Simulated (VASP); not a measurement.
WSe2, 6 atoms in the cell. It takes space group Cmcm (No. 63, orthorhombic). The conventional cell has a = 2.951 Å, b = 5.679 Å, c = 12.789 Å, α = 90.00°, β = 90.00°, γ = 90.00°. Within 3.3 Å of W (site symmetry m2m) lie 6 Se at 2.43 to 2.53 Å and 6 W at 2.95 to 3.20 Å. Within 3.6 Å of Se (site symmetry m) lie 3 W at 2.43 to 2.53 Å and 10 Se at 2.95 to 3.57 Å.  This cell differs from its parent crystal: strain -0.1000 x Voigt [1, 0, 0, 0, 0, 0].

```yaml
Program: VASP 6.6.1
Task: single point
Functional: PBE
Dispersion: D3(BJ)
Potentials_or_basis: VASP PAW PBE potentials, release 64 (W_sv, Se)
Cutoff: 520 eV
k_mesh: 12 × 12 × 2
Occupations: gaussian, width 0.05 eV
Spin: no spin polarisation
Dipole_correction: no
Further_INCAR_settings: ALGO = Normal; EDIFF = 1e-06; NBANDS = 35
```

Potentials or basis: VASP PAW PBE potentials, release 64 (W_sv, Se).

Launch:

```bash
$ cat potpaw_PBE.64/W_sv/POTCAR potpaw_PBE.64/Se/POTCAR > POTCAR
$ mpirun -np 1 vasp_std > vasp.out
```

Hardware: 1 thread of Oxide Virtual Turin-like Processor, with other jobs on the host.

**Question.** How long does it take, and how much memory?

**Answer.** Run time: 4 min on 1 thread of Oxide Virtual Turin-like Processor, with other jobs on the host, peak memory 0.38 GiB. Counts: scf iterations 14, k points 86.
